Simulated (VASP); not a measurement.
# Bi2Se3 (P4mm) in VASP: notebook

Runs on Bi2Se3. Level: PBE. Tasks: single point, relaxation of cell and atoms.

All numbers are computed with VASP 6.6.1; they aren't measurements. Logs are shortened: lines on timing, memory, paths and dates and some standing lists are left out, and cuts for length are marked.

## Step 1: The cell of the first run

It takes space group P4mm (No. 99, tetragonal). The conventional cell has a = 3.951 Å, b = 3.951 Å, c = 9.245 Å, α = 90.00°, β = 90.00°, γ = 90.00°. Within 4.0 Å of Bi (site symmetry 4mm) lie 4 Se at 3.00 Å and 8 Bi at 3.44 to 3.95 Å. Within 4.1 Å of Bi (site symmetry 4mm) lie 5 Se at 3.09 to 3.33 Å and 8 Bi at 3.44 to 3.95 Å. Within 4.0 Å of Se (site symmetry 4mm) lie 5 Bi at 3.00 to 3.09 Å and 8 Se at 3.95 to 4.00 Å. Se (site symmetry 2mm) has 4 Se at 2.79 Å and 2 Bi at 3.33 Å within 3.7 Å.

The cell was built from a structure type or drawn by symmetry, and may not be a known phase.

## Step 2: Single point, PBE

INCAR

```
SYSTEM = Bi2Se3
PREC = Accurate
ENCUT = 520
EDIFF = 1E-6
ISMEAR = 0
SIGMA = 0.1
LREAL = .FALSE.
LASPH = .TRUE.
NELM = 60
ALGO = Normal
ISIF = 2
LWAVE = .FALSE.
LCHARG = .TRUE.
GGA = PE
LELF = .TRUE.
LVHAR = .TRUE.
NBANDS = 32
```

KPOINTS

```
Automatic mesh
0
G
  4 4 2
  0 0 0
```

POSCAR

```
Bi2Se3
1.0
    3.9514749247      0.0000000000      0.0000000000
    0.0000000000      3.9514749247      0.0000000000
    0.0000000000      0.0000000000      9.2454100952
Bi Se
2 3
Direct
    0.5000000000      0.5000000000      0.5397504773
    0.0000000000      0.0000000000      0.7561959514
    0.0000000000      0.0000000000      0.4214902724
    0.5000000000      0.0000000000      0.0457827644
    0.0000000000      0.5000000000      0.0457827644
```

Potentials or basis: VASP PAW PBE potentials, release 64 (Bi_d, Se).

Run with:

```sh
> cat potpaw_PBE.64/Bi_d/POTCAR potpaw_PBE.64/Se/POTCAR > POTCAR
> mpirun -np 1 vasp_std > vasp.out
```

OUTCAR:

```text
SYSTEM = Bi2Se3
   PREC = Accurate
   ENCUT = 520
   EDIFF = 1E-6
   ISMEAR = 0
   LREAL = .FALSE.
   LASPH = .TRUE.
   NELM = 60
   ISIF = 2
   GGA = PE

 ion  position               nearest neighbor table
   1  0.500  0.500  0.540-   3 3.00   3 3.00   3 3.00   3 3.00   2 3.44   2 3.44   2 3.44   2 3.44

   2  0.000  0.000  0.756-   3 3.09   4 3.33   5 3.33   5 3.33   4 3.33   1 3.44   1 3.44   1 3.44
                             1 3.44
   3  0.000  0.000  0.421-   1 3.00   1 3.00   1 3.00   1 3.00   2 3.09
   4  0.500  0.000  0.046-   2 3.33   2 3.33
   5  0.000  0.500  0.046-   2 3.33   2 3.33

  LATTYP: Found a simple tetragonal cell.
 ALAT       =     3.9514749247
 C/A-ratio  =     2.3397364962

  Lattice vectors:

 A1 = (   3.9514749247,   0.0000000000,   0.0000000000)
 A2 = (   0.0000000000,   3.9514749247,   0.0000000000)
 A3 = (   0.0000000000,   0.0000000000,   9.2454100952)

Analysis of symmetry for initial positions (statically):
=====================================================================
 Subroutine PRICEL returns:
 Original cell was already a primitive cell.

 Routine SETGRP: Setting up the symmetry group for a
 simple tetragonal supercell.

 Subroutine GETGRP returns: Found  8 space group operations
 (whereof  8 operations were pure point group operations)
 out of a pool of 16 trial point group operations.

The static configuration has the point symmetry C_4v.

Analysis of symmetry for dynamics (positions and initial velocities):
=====================================================================
 Subroutine PRICEL returns:
 Original cell was already a primitive cell.

 Routine SETGRP: Setting up the symmetry group for a
 simple tetragonal supercell.

 Subroutine GETGRP returns: Found  8 space group operations
 (whereof  8 operations were pure point group operations)
 out of a pool of 16 trial point group operations.

The dynamic configuration has the point symmetry C_4v.

 Subroutine INISYM returns: Found  8 space group operations
 (whereof  8 operations are pure point group operations),
 and found     1 'primitive' translations

----------------------------------------------------------------------------------------

                                     Primitive cell

  volume of cell :     144.3593

  direct lattice vectors                    reciprocal lattice vectors
     3.951474925  0.000000000  0.000000000     0.253070061  0.000000000  0.000000000
     0.000000000  3.951474925  0.000000000     0.000000000  0.253070061  0.000000000
     0.000000000  0.000000000  9.245410095     0.000000000  0.000000000  0.108161779

  length of vectors
     3.951474925  3.951474925  9.245410095     0.253070061  0.253070061  0.108161779

  position of ions in fractional coordinates (direct lattice)
     0.500000000  0.500000000  0.539750477
     0.000000000  0.000000000  0.756195951
     0.000000000  0.000000000  0.421490272
     0.500000000  0.000000000  0.045782764
     0.000000000  0.500000000  0.045782764

  ion indices of the primitive-cell ions
   primitive index   ion index
                 1           1
                 2           2
                 3           3
                 4           4
                 5           5

----------------------------------------------------------------------------------------

 KPOINTS: Automatic mesh

Automatic generation of k-mesh.
 Grid dimensions read from file:
 generate k-points for:    4    4    2

 Generating k-lattice:

  Cartesian coordinates                     Fractional coordinates (reciprocal lattice)
     0.063267515  0.000000000  0.000000000     0.250000000  0.000000000  0.000000000
     0.000000000  0.063267515  0.000000000     0.000000000  0.250000000  0.000000000
     0.000000000  0.000000000  0.054080889     0.000000000  0.000000000  0.500000000

  Length of vectors
     0.063267515  0.063267515  0.054080889

  Shift w.r.t. Gamma in fractional coordinates (k-lattice)
     0.000000000  0.000000000  0.000000000

 Subroutine IBZKPT returns following result:
 ===========================================

 Found     12 irreducible k-points:

 Following reciprocal coordinates:
            Coordinates               Weight
  0.000000  0.000000  0.000000      1.000000
  0.250000  0.000000  0.000000      4.000000
  0.500000  0.000000  0.000000      2.000000
  0.250000  0.250000  0.000000      4.000000
  0.500000  0.250000  0.000000      4.000000
  0.500000  0.500000  0.000000      1.000000
  0.000000  0.000000  0.500000      1.000000
  0.250000  0.000000  0.500000      4.000000
  0.500000  0.000000  0.500000      2.000000
  0.250000  0.250000  0.500000      4.000000
  0.500000  0.250000  0.500000      4.000000
  0.500000  0.500000  0.500000      1.000000
   k-points           NKPTS =     12   k-points in BZ     NKDIM =     12   number of bands    NBANDS=     32
   number of dos      NEDOS =    301   number of ions     NIONS =      5
   total plane-waves  NPLWV =  63000
   dimension x,y,z NGX =    30 NGY =   30 NGZ =   70
   dimension x,y,z NGXF=    60 NGYF=   60 NGZF=  140
   ions per type =               2   3
   NGX,Y,Z   is equivalent  to a cutoff of  12.62, 12.62, 12.59 a.u.
   NGXF,Y,Z  is equivalent  to a cutoff of  25.24, 25.24, 25.17 a.u.
 SYSTEM =  Bi2Se3
   PREC   = accura    normal or accurate (medium, high low for compatibility)
   ISTART =      0    job   : 0-new  1-cont  2-samecut
   ICHARG =      2    charge: 1-file 2-atom 10-const
   ISPIN  =      1    spin polarized calculation?
   LNONCOLLINEAR =      F non collinear calculations
   LSORBIT =      F    spin-orbit coupling
   LASPH  =      T    aspherical Exc in radial PAW
   ENCUT  =  520.0 eV  38.22 Ry    6.18 a.u.   7.35  7.35 17.19*2*pi/ulx,y,z
   NELM   =     60;   NELMIN=  2; NELMDL= -5     # of ELM steps
   EDIFF  = 0.1E-05   stopping-criterion for ELM
   LREAL  =      F    real-space projection
   EDIFFG = 0.1E-04   stopping-criterion for IOM
   NSW    =      0    number of steps for IOM
   IBRION =     -1    ionic relax: 0-MD 1-quasi-New 2-CG
   NFREE  =      0    steps in history (QN), initial steepest desc. (CG)
   ISIF   =      2    stress and relaxation
   ISYM   =      2    0-nonsym 1-usesym 2-fastsym
   POTIM  = 0.5000    time-step for ionic-motion
   TEBEG  =    0.0;   TEEND  =   0.0 temperature during run
   PSTRESS=    0.0 pullay stress
   NELECT =      48.0000    total number of electrons
   NUPDOWN=      -1.0000    fix difference up-down
   EMIN   =  10.00;   EMAX   =-10.00  energy-range for DOS
   EFERMI =   0.00;   METHOD = LEGACY
   ISMEAR =     0;   SIGMA  =   0.10  broadening in eV -4-tet -1-fermi 0-gaus
   EFERMI_NEDOS =   21; number of points for ismear=-14 and -15
   IALGO  =     38    algorithm
   IMIX   =      4    mixing-type and parameters
     AMIX     =   0.40;   BMIX     =  1.00
     AMIX_MAG =   1.60;   BMIX_MAG =  1.00
  volume/ion in A,a.u.               =      28.87       194.84
  Fermi-wavevector in a.u.,A,eV,Ry     =   1.134158  2.143249 17.501380  1.286315
  Thomas-Fermi vector in A             =   2.270862
   LORBIT       =      0    0 simple, 1 ext, 2 COOP (PROOUT), +10 PAW based schemes
   GGA     = PE    functional components
   LHFCALC =     F    Hartree Fock is set to
   AEXX    =    0.0000 exact exchange contribution
   IVDW    =     0    specifies the selected vdW correction
   LEPSILON=     F    determine dielectric tensor
   LRPA    =     F    only Hartree local field effects (RPA)
 non-spin polarized calculation
 Gauss-broadening in eV      SIGMA  =   0.10
  energy-cutoff  :      520.00
  volume of cell :      144.36
 maximum number of plane-waves:      3930
 NGX is ok and might be reduce to    30
   NGX = 15   NGY = 15   NGZ = 35

 number of electron      48.0000001 magnetization

 Free energy of the ion-electron system (eV)
  ---------------------------------------------------
  ext. energy  EPLUGINS =         0.00000000
  ---------------------------------------------------
  free energy    TOTEN  =       -18.12007177 eV

  energy without entropy =      -18.11025051  energy(sigma->0) =      -18.11516114

 E-fermi :   5.1822     XC(G=0):  -9.4509

 val. band max:        4.8490938742   @ k =   0.2500   0.2500   0.5000
 cond. band min:       5.1930410705   @ k =   0.0000   0.0000   0.5000
 fundamental gap:      0.3439471963
 Fermi energy:         5.1821821000

 k-point     1 :       0.0000    0.0000    0.0000
  band No.  band energies     occupation
      1     -18.3822      2.00000
      2     -18.3490      2.00000
      3     -18.3224      2.00000
      4     -18.3082      2.00000
      5     -18.3082      2.00000
      6     -18.2345      2.00000
[... 24 lines left out ...]
     31       9.0334      0.00000
     32       9.0334      0.00000

 k-point     2 :       0.2500    0.0000    0.0000
  band No.  band energies     occupation
      1     -18.3688      2.00000
      2     -18.3673      2.00000
      3     -18.3120      2.00000
      4     -18.2988      2.00000
      5     -18.2962      2.00000
      6     -18.2433      2.00000
[... 24 lines left out ...]
     31      10.3115      0.00000
     32      11.0665      0.00000

 k-point     3 :       0.5000    0.0000    0.0000
  band No.  band energies     occupation
      1     -18.3843      2.00000
      2     -18.3543      2.00000
      3     -18.3013      2.00000
      4     -18.2937      2.00000
      5     -18.2733      2.00000
      6     -18.2683      2.00000
[... 24 lines left out ...]
     31      10.4028      0.00000
     32      11.9587      0.00000

 k-point     4 :       0.2500    0.2500    0.0000
  band No.  band energies     occupation
      1     -18.3803      2.00000
      2     -18.3503      2.00000
      3     -18.3181      2.00000
      4     -18.2967      2.00000
      5     -18.2857      2.00000
      6     -18.2487      2.00000
[... 234 lines left out ...]
     31      10.5150      0.00000
     32      11.8905      0.00000

 k-point    11 :       0.5000    0.2500    0.5000
  band No.  band energies     occupation
      1     -18.3916      2.00000
      2     -18.3367      2.00000
      3     -18.3148      2.00000
      4     -18.3045      2.00000
      5     -18.2817      2.00000
      6     -18.2404      2.00000
[... 24 lines left out ...]
     31      10.3977      0.00000
     32      12.0096      0.00000

 k-point    12 :       0.5000    0.5000    0.5000
  band No.  band energies     occupation
      1     -18.3916      2.00000
      2     -18.3352      2.00000
      3     -18.3352      2.00000
      4     -18.3107      2.00000
      5     -18.2698      2.00000
      6     -18.2394      2.00000
[... 24 lines left out ...]
     31       9.2215      0.00000
     32      11.5660      0.00000

------------------------ aborting loop because EDIFF is reached ----------------------------------------

  FORCE on cell =-STRESS in cart. coord.  units (eV):
  Direction    XX          YY          ZZ          XY          YZ          ZX
  --------------------------------------------------------------------------------------
  -------------------------------------------------------------------------------------
  Total       -0.1812140     -0.1812140      0.1814919      0.0000000      0.0000000      0.0000000
  in kB       -2.0112117     -2.0112117      2.0142959      0.0000000      0.0000000      0.0000000
  external PRESSURE =      -0.6693759 kB  Pullay stress =       0.0000000 kB

 VOLUME and BASIS-vectors are now :
 -----------------------------------------------------------------------------
  energy-cutoff  :      520.00
  volume of cell :      144.36
      direct lattice vectors                 reciprocal lattice vectors
     3.951474925  0.000000000  0.000000000     0.253070061  0.000000000  0.000000000
     0.000000000  3.951474925  0.000000000     0.000000000  0.253070061  0.000000000
     0.000000000  0.000000000  9.245410095     0.000000000  0.000000000  0.108161779

 POSITION                                       TOTAL-FORCE (eV/Angst)
 -----------------------------------------------------------------------------------
      1.97574      1.97574      4.99021        -0.000000      0.000000     -0.018758
      0.00000      0.00000      6.99134        -0.000000     -0.000000      0.034378
      0.00000      0.00000      3.89685         0.000000     -0.000000     -0.015968
      1.97574      0.00000      0.42328        -0.000000     -0.000000      0.000174
      0.00000      1.97574      0.42328        -0.000000     -0.000000      0.000174
 -----------------------------------------------------------------------------------
    total drift:                                0.000000     -0.000000      0.001467

  FREE ENERGIE OF THE ION-ELECTRON SYSTEM (eV)
  ---------------------------------------------------
  free  energy   TOTEN  =       -18.1200717712 eV

  energy  without entropy=      -18.1102505138  energy(sigma->0) =      -18.11516114
```

Wall time 40 s (1 thread of AMD EPYC 9R14 (Zen 4), shared host); peak memory 0.21 GiB.

What came out:

| Property | Result |
| --- | --- |
| Free energy | -18.1201 eV |
| Pressure | -0.1 GPa |
| Largest force | 0.034 eV/Å |
| Band gap on the k mesh | zero (bands 24 and 25 overlap by 1.58 eV) |

Forces in eV/Å, atoms in the order of the input:
```
Bi   0.000  0.000 -0.019
Bi   0.000  0.000  0.034
Se   0.000  0.000 -0.016
Se   0.000  0.000  0.000
Se   0.000  0.000  0.000
```

Stress tensor (GPa, compression positive):
```
-0.20  0.00  0.00
 0.00 -0.20  0.00
 0.00  0.00  0.20
```

Caveat: the k points lie up to 0.40 Å⁻¹ apart, too coarse for converged energies and pressures of a metal; spin-orbit coupling is left out, which moves the levels of the heavy elements; this functional lacks dispersion, which binds the layers, so the pressure and a relaxed spacing across them are unreliable.

[end of part 1 of 3]
